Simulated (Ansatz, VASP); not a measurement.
## BP: VASP beside Ansatz

POSCAR

```
BP
1.0
    0.0000000000      2.2681829700      2.2681829700
    2.2681829700      0.0000000000      2.2681829700
    2.2681829700      2.2681829700      0.0000000000
B P
1 1
Direct
    0.0000000000      0.0000000000      0.0000000000
    0.2500000000      0.2500000000      0.2500000000
```

File INCAR.step1:

```
SYSTEM = BP
ALGO = Normal
EDIFF = 1E-4
ENCUT = 520
GGA = PE
ISMEAR = -1
LASPH = .True.
LCHARG = .False.
LREAL = .False.
LWAVE = .True.
NELM = 60
PREC = Accurate
SIGMA = 0.02
```

The input INCAR.step2:

```
SYSTEM = BP
ALGO = Normal
EDIFF = 1E-6
EDIFFG = -0.01
ENCUT = 520
IBRION = 2
ISIF = 2
ISMEAR = -1
ISTART = 1
LASPH = .True.
LCHARG = .False.
LMIXTAU = .True.
LREAL = .False.
LWAVE = .False.
METAGGA = R2SCAN
NELM = 60
NSW = 50
PREC = Accurate
SIGMA = 0.02
```

KPOINTS

```
k-points
0
Gamma
  10 10 10
  0 0 0
```

Input for Ansatz:

```yaml
crystal:
  lattice:
    - [0.0, 2.26818297, 2.26818297]
    - [2.26818297, 0.0, 2.26818297]
    - [2.26818297, 2.26818297, 0.0]
  atoms:
    - { symbol: B, position: [0.0, 0.0, 0.0] }
    - { symbol: P, position: [0.25, 0.25, 0.25] }
  symmetry: { tolerance: 0.0003 }
hamiltonian:
  xc: r2scan
  pseudopotentials: { kind: paw, azcp: { folder: soft_1 } }
basis:
  ecutwfc: 500
magnetization:
  spin_polarized: false
scf:
  occupations: { method: fermi_dirac, width: 0.02 }
kpoints:
  mp_grid: { grid: [10, 10, 10], shift: [0, 0, 0] }
  band_path:
    path:
      - [0.0, 0.0, 0.0]
      - [-0.5, -0.5, 0.0]
      - [-0.375, -0.375, 0.25]
      - [-0.375, 0.0, 0.375]
      - [0.0, 0.0, 0.0]
      - [0.0, 0.0, 0.5]
      - [-0.5, -0.25, 0.25]
      - [-0.5, -0.5, 0.0]
    npoints: 10
output:
  forces: true
  stress: true
  eigenvalues: true
  write_potential: true
  elf: true
  volumetric_format: npy
  dos: { e_range: [-12, 8], de: 0.05 }
relax:
  max_steps: 30
```

Alike in both runs: task relaxation of the atoms; functional r2SCAN; k mesh 10 × 10 × 10; occupations fermi-dirac, width 0.02 eV; no spin polarisation.

|  | VASP | Ansatz |
| --- | --- | --- |
| version | VASP 6.6.1 | Ansatz 0.2.0 |
| potentials or method | VASP PAW PBE potentials, release 64 (B, P), cutoff 520 eV | PAW plane waves |
| valence electrons in the cell | 8 | 8 |

VASP gave:

* gap on the k mesh at the Fermi level, each at its own relaxed structure (eV): 1.45

Question: Which values does Ansatz return?

Answer: gap on the k mesh at the Fermi level, each at its own relaxed structure (eV): 1.41.

VASP's potentials were made for PBE, not for r2SCAN. Ansatz's warnings: stress scf threshold loose.

Noted on VASP's run: the relaxation stopped at its first step, so nothing moved.
